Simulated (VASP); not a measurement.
# ZnS (NiAs type) (P6_3/mmc) in VASP: further runs

The runs below take ZnS (NiAs type) through single point, with PBE.

Program: VASP 6.6.1. These are calculated values, not measurements. Logs are shortened: lines on timing, memory, paths and dates and some standing lists are left out, and cuts for length are marked.

**1. The cell of the first run**

It takes space group P6_3/mmc (No. 194, hexagonal). The conventional cell has a = 3.315 Å, b = 3.315 Å, c = 5.517 Å, α = 90.00°, β = 90.00°, γ = 120.00°. Zn (site symmetry -3m) has 6 S at 2.36 Å and 2 Zn at 2.76 Å within 3.1 Å. S (site symmetry -6m2) has 6 Zn at 2.36 Å within 3.1 Å.

**2. Single point, PBE**

File INCAR:

```
PREC     = Accurate       # precision mode
ENCUT    = 520            # plane-wave cutoff, eV
EDIFF    = 1E-7           # SCF threshold, eV
ISMEAR   = -1             # smearing method
SIGMA    = 0.1            # smearing width, eV
LREAL    = False          # projectors in reciprocal space
LASPH    = True           # aspherical terms in the spheres
NELM     = 80             # most SCF steps
ALGO     = Normal         # electronic algorithm
ISIF     = 2              # what is computed and relaxed
LWAVE    = False          # write WAVECAR
LCHARG   = True           # write CHGCAR
GGA      = PE             # functional
LELF     = True           # ELF
LVHAR    = True         
NBANDS   = 26             # bands
```

File KPOINTS:

```
regular mesh
0
Gamma
  12 12 7
```

File POSCAR:

```
ZnS
1.0
    3.3153199143      0.0000000000      0.0000000000
   -1.6576599572      2.8711512675      0.0000000000
    0.0000000000      0.0000000000      5.5170876725
Zn S
2 2
Direct
    0.0000000000      0.0000000000      0.0000000000
    0.0000000000      0.0000000000      0.5000000000
    0.3333333333      0.6666666667      0.2500000000
    0.6666666667      0.3333333333      0.7500000000
```

Potentials or basis: VASP PAW PBE potentials, release 64 (Zn, S).

Started as:

```bash
$ cat potpaw_PBE.64/Zn/POTCAR potpaw_PBE.64/S/POTCAR > POTCAR
$ mpirun -np 1 vasp_std > vasp.out
```

OUTCAR:

```text
PREC = Accurate
   ENCUT = 520
   EDIFF = 1E-7
   ISMEAR = -1
   LREAL = False
   LASPH = True
   NELM = 80
   ISIF = 2
   GGA = PE

 ion  position               nearest neighbor table
   1  0.000  0.000  0.000-   3 2.36   4 2.36   4 2.36   3 2.36   4 2.36   3 2.36   2 2.76   2 2.76

   2  0.000  0.000  0.500-   3 2.36   4 2.36   4 2.36   3 2.36   4 2.36   3 2.36   1 2.76   1 2.76

   3  0.333  0.667  0.250-   1 2.36   2 2.36   1 2.36   2 2.36   1 2.36   2 2.36
   4  0.667  0.333  0.750-   1 2.36   2 2.36   1 2.36   2 2.36   1 2.36   2 2.36

  LATTYP: Found a hexagonal cell.
 ALAT       =     3.3153199143
 C/A-ratio  =     1.6641192449

  Lattice vectors:

 A1 = (   3.3153199143,   0.0000000000,   0.0000000000)
 A2 = (  -1.6576599572,   2.8711512675,   0.0000000000)
 A3 = (   0.0000000000,   0.0000000000,   5.5170876725)

Analysis of symmetry for initial positions (statically):
=====================================================================
 Subroutine PRICEL returns:
 Original cell was already a primitive cell.

 Routine SETGRP: Setting up the symmetry group for a
 hexagonal supercell.

 Subroutine GETGRP returns: Found 24 space group operations
 (whereof 12 operations were pure point group operations)
 out of a pool of 24 trial point group operations.

The static configuration has the point symmetry D_3d.
 The point group associated with its full space group is D_6h.

Analysis of symmetry for dynamics (positions and initial velocities):
=====================================================================
 Subroutine PRICEL returns:
 Original cell was already a primitive cell.

 Routine SETGRP: Setting up the symmetry group for a
 hexagonal supercell.

 Subroutine GETGRP returns: Found 24 space group operations
 (whereof 12 operations were pure point group operations)
 out of a pool of 24 trial point group operations.

The dynamic configuration has the point symmetry D_3d.
 The point group associated with its full space group is D_6h.

 Subroutine INISYM returns: Found 24 space group operations
 (whereof 12 operations are pure point group operations),
 and found     1 'primitive' translations

----------------------------------------------------------------------------------------

                                     Primitive cell

  volume of cell :      52.5160

  direct lattice vectors                    reciprocal lattice vectors
     3.315319914  0.000000000  0.000000000     0.301630016  0.174146171  0.000000000
    -1.657659957  2.871151268  0.000000000     0.000000000  0.348292342  0.000000000
     0.000000000  0.000000000  5.517087672     0.000000000  0.000000000  0.181255050

  length of vectors
     3.315319914  3.315319914  5.517087672     0.348292342  0.348292342  0.181255050

  position of ions in fractional coordinates (direct lattice)
     0.000000000  0.000000000  0.000000000
     0.000000000  0.000000000  0.500000000
     0.333333333  0.666666667  0.250000000
     0.666666667  0.333333333  0.750000000

  ion indices of the primitive-cell ions
   primitive index   ion index
                 1           1
                 2           2
                 3           3
                 4           4

----------------------------------------------------------------------------------------

 KPOINTS: regular mesh

Automatic generation of k-mesh.
 Grid dimensions read from file:
 generate k-points for:   12   12    7

 Generating k-lattice:

  Cartesian coordinates                     Fractional coordinates (reciprocal lattice)
     0.025135835  0.014512181  0.000000000     0.083333333  0.000000000  0.000000000
     0.000000000  0.029024362  0.000000000     0.000000000  0.083333333  0.000000000
     0.000000000  0.000000000  0.025893579     0.000000000  0.000000000  0.142857143

  Length of vectors
     0.029024362  0.029024362  0.025893579

  Shift w.r.t. Gamma in fractional coordinates (k-lattice)
     0.000000000  0.000000000  0.000000000

 Subroutine IBZKPT returns following result:
 ===========================================

 Found     76 irreducible k-points:

 Following reciprocal coordinates:
            Coordinates               Weight
  0.000000  0.000000  0.000000      1.000000
  0.083333  0.000000  0.000000      6.000000
  0.166667  0.000000  0.000000      6.000000
  0.250000  0.000000  0.000000      6.000000
  0.333333  0.000000  0.000000      6.000000
  0.416667  0.000000  0.000000      6.000000
[... 16 lines left out ...]
  0.250000  0.000000  0.142857     12.000000
  0.333333  0.000000  0.142857     12.000000
 [... further k-points ...]
   k-points           NKPTS =     76   k-points in BZ     NKDIM =     76   number of bands    NBANDS=     26
   number of dos      NEDOS =    301   number of ions     NIONS =      4
   total plane-waves  NPLWV =  32928
   dimension x,y,z NGX =    28 NGY =   28 NGZ =   42
   dimension x,y,z NGXF=    56 NGYF=   56 NGZF=   84
   ions per type =               2   2
   NGX,Y,Z   is equivalent  to a cutoff of  14.04, 14.04, 12.66 a.u.
   NGXF,Y,Z  is equivalent  to a cutoff of  28.08, 28.08, 25.31 a.u.
 SYSTEM =  unknown system
   PREC   = accura    normal or accurate (medium, high low for compatibility)
   ISTART =      0    job   : 0-new  1-cont  2-samecut
   ICHARG =      2    charge: 1-file 2-atom 10-const
   ISPIN  =      1    spin polarized calculation?
   LNONCOLLINEAR =      F non collinear calculations
   LSORBIT =      F    spin-orbit coupling
   LASPH  =      T    aspherical Exc in radial PAW
   ENCUT  =  520.0 eV  38.22 Ry    6.18 a.u.   6.16  6.16 10.26*2*pi/ulx,y,z
   NELM   =     80;   NELMIN=  2; NELMDL= -5     # of ELM steps
   EDIFF  = 0.1E-06   stopping-criterion for ELM
   LREAL  =      F    real-space projection
   EDIFFG = 0.1E-05   stopping-criterion for IOM
   NSW    =      0    number of steps for IOM
   IBRION =     -1    ionic relax: 0-MD 1-quasi-New 2-CG
   NFREE  =      0    steps in history (QN), initial steepest desc. (CG)
   ISIF   =      2    stress and relaxation
   ISYM   =      2    0-nonsym 1-usesym 2-fastsym
   POTIM  = 0.5000    time-step for ionic-motion
   TEBEG  =    0.0;   TEEND  =   0.0 temperature during run
   PSTRESS=    0.0 pullay stress
   NELECT =      36.0000    total number of electrons
   NUPDOWN=      -1.0000    fix difference up-down
   EMIN   =  10.00;   EMAX   =-10.00  energy-range for DOS
   EFERMI =   0.00;   METHOD = LEGACY
   ISMEAR =    -1;   SIGMA  =   0.10  broadening in eV -4-tet -1-fermi 0-gaus
   EFERMI_NEDOS =   21; number of points for ismear=-14 and -15
   IALGO  =     38    algorithm
   IMIX   =      4    mixing-type and parameters
     AMIX     =   0.40;   BMIX     =  1.00
     AMIX_MAG =   1.60;   BMIX_MAG =  1.00
  volume/ion in A,a.u.               =      13.13        88.60
  Fermi-wavevector in a.u.,A,eV,Ry     =   1.443484  2.727789 28.349711  2.083645
  Thomas-Fermi vector in A             =   2.561886
   LORBIT       =      0    0 simple, 1 ext, 2 COOP (PROOUT), +10 PAW based schemes
   GGA     = PE    functional components
   LHFCALC =     F    Hartree Fock is set to
   AEXX    =    0.0000 exact exchange contribution
   IVDW    =     0    specifies the selected vdW correction
   LEPSILON=     F    determine dielectric tensor
   LRPA    =     F    only Hartree local field effects (RPA)
 non-spin polarized calculation
  energy-cutoff  :      520.00
  volume of cell :       52.52
 maximum number of plane-waves:      1426
 NGX is ok and might be reduce to    28
   NGX = 13   NGY = 13   NGZ = 21

 number of electron      35.9999996 magnetization

 Free energy of the ion-electron system (eV)
  ---------------------------------------------------
  ext. energy  EPLUGINS =         0.00000000
  ---------------------------------------------------
  free energy    TOTEN  =       -10.95841920 eV

  energy without entropy =      -10.95402150  energy(sigma->0) =      -10.95622035

 E-fermi :   6.9366     XC(G=0): -11.9677

 val. band max:        6.7383651649   @ k =   0.3333   0.3333   0.0000
 cond. band min:       7.1327838840   @ k =   0.3333   0.2500   0.0000
 fundamental gap:      0.3944187192
 Fermi energy:         6.9366227233

 k-point     1 :       0.0000    0.0000    0.0000
  band No.  band energies     occupation
      1      -9.3685      2.00000
      2      -6.9444      2.00000
      3      -2.4047      2.00000
      4      -1.0599      2.00000
      5      -1.0599      2.00000
      6      -0.8829      2.00000
[... 18 lines left out ...]
     25      16.1760      0.00000
     26      16.4946      0.00000

 k-point     2 :       0.0833    0.0000    0.0000
  band No.  band energies     occupation
      1      -9.2685      2.00000
      2      -6.9026      2.00000
      3      -2.2967      2.00000
      4      -1.0519      2.00000
      5      -1.0372      2.00000
      6      -0.8825      2.00000
[... 18 lines left out ...]
     25      15.3406      0.00000
     26      15.5688      0.00000

 k-point     3 :       0.1667    0.0000    0.0000
  band No.  band energies     occupation
      1      -8.9744      2.00000
      2      -6.7880      2.00000
      3      -1.9854      2.00000
      4      -1.0387      2.00000
      5      -0.9686      2.00000
      6      -0.8923      2.00000
[... 18 lines left out ...]
     25      14.5194      0.00000
     26      16.1515      0.00000

 k-point     4 :       0.2500    0.0000    0.0000
  band No.  band energies     occupation
      1      -8.5065      2.00000
      2      -6.6355      2.00000
      3      -1.5336      2.00000
      4      -1.0426      2.00000
      5      -1.0022      2.00000
      6      -0.8648      2.00000
[... 18 lines left out ...]
     25      15.5632      0.00000
     26      15.9540      0.00000
[... 496 lines left out ...]
      1      -8.8993      2.00000
      2      -6.9615      2.00000
      3      -1.8228      2.00000
      4      -1.0084      2.00000
      5      -0.9141      2.00000
      6      -0.8648      2.00000
[... 18 lines left out ...]
     25      14.7229      0.00000
     26      15.6996      0.00000

 k-point    23 :       0.2500    0.0000    0.1429
  band No.  band energies     occupation
      1      -8.4377      2.00000
      2      -6.7684      2.00000
      3      -1.5194      2.00000
      4      -1.0116      2.00000
      5      -0.9915      2.00000
      6      -0.8296      2.00000
[... 18 lines left out ...]
     25      15.9557      0.00000
     26      16.0229      0.00000

 k-point    24 :       0.3333    0.0000    0.1429
  band No.  band energies     occupation
      1      -7.8522      2.00000
      2      -6.5929      2.00000
      3      -1.4355      2.00000
      4      -1.2645      2.00000
      5      -1.0363      2.00000
      6      -0.8287      2.00000
[... 18 lines left out ...]
     25      16.7388      0.00000
     26      17.5718      0.00000

 [... further k-points ...]

------------------------ aborting loop because EDIFF is reached ----------------------------------------

  FORCE on cell =-STRESS in cart. coord.  units (eV):
  Direction    XX          YY          ZZ          XY          YZ          ZX
  --------------------------------------------------------------------------------------
  -------------------------------------------------------------------------------------
  Total       12.2871889     12.2871889     12.2982935     -0.0000000      0.0000000     -0.0000000
  in kB      374.8622572    374.8622572    375.2010415     -0.0000000      0.0000000     -0.0000000
  external PRESSURE =     374.9751853 kB  Pullay stress =       0.0000000 kB

 VOLUME and BASIS-vectors are now :
 -----------------------------------------------------------------------------
  energy-cutoff  :      520.00
  volume of cell :       52.52
      direct lattice vectors                 reciprocal lattice vectors
     3.315319914  0.000000000  0.000000000     0.301630016  0.174146171  0.000000000
    -1.657659957  2.871151268  0.000000000     0.000000000  0.348292342  0.000000000
     0.000000000  0.000000000  5.517087672     0.000000000  0.000000000  0.181255050

 POSITION                                       TOTAL-FORCE (eV/Angst)
 -----------------------------------------------------------------------------------
      0.00000      0.00000      0.00000         0.000000      0.000000      0.000000
      0.00000      0.00000      2.75854         0.000000      0.000000      0.000000
     -0.00000      1.91410      1.37927         0.000000     -0.000000     -0.000000
      1.65766      0.95705      4.13782        -0.000000      0.000000     -0.000000
 -----------------------------------------------------------------------------------
    total drift:                               -0.000000     -0.000000      0.000000

  FREE ENERGIE OF THE ION-ELECTRON SYSTEM (eV)
  ---------------------------------------------------
  free  energy   TOTEN  =       -10.9584191961 eV

  energy  without entropy=      -10.9540215004  energy(sigma->0) =      -10.95622035
```

Wall time 2.5 min (1 thread of Intel Xeon 8259CL, shared host); peak memory 0.23 GiB.

What came out:

| Quantity | Value |
| --- | --- |
| Free energy | -10.9584 eV |
| Pressure | 37.5 GPa |
| Band gap on the k mesh | 0.03 eV (least direct gap 2.46 eV) |

Levels at points of the mesh, in eV from the valence-band top:
| k point | band 16 | band 17 | band 18 | band 19 | band 20 | band 21 |
| --- | --- | --- | --- | --- | --- | --- |
| (0.00, 0.00, 0.00) | -1.09 | -0.08 | -0.08 | 3.37 | 3.78 | 6.48 |
| (0.50, 0.00, 0.00) | -3.56 | -2.65 | -0.13 | 2.97 | 3.29 | 3.95 |

Caveat: the cell stands under pressure; the smearing spreads over this small gap; semilocal functionals underestimate gaps, and a narrow one can read as zero.

(Part 1 of 2 ends here.)

The gap in the log of VASP goes by the Fermi energy; the results here count the filled bands.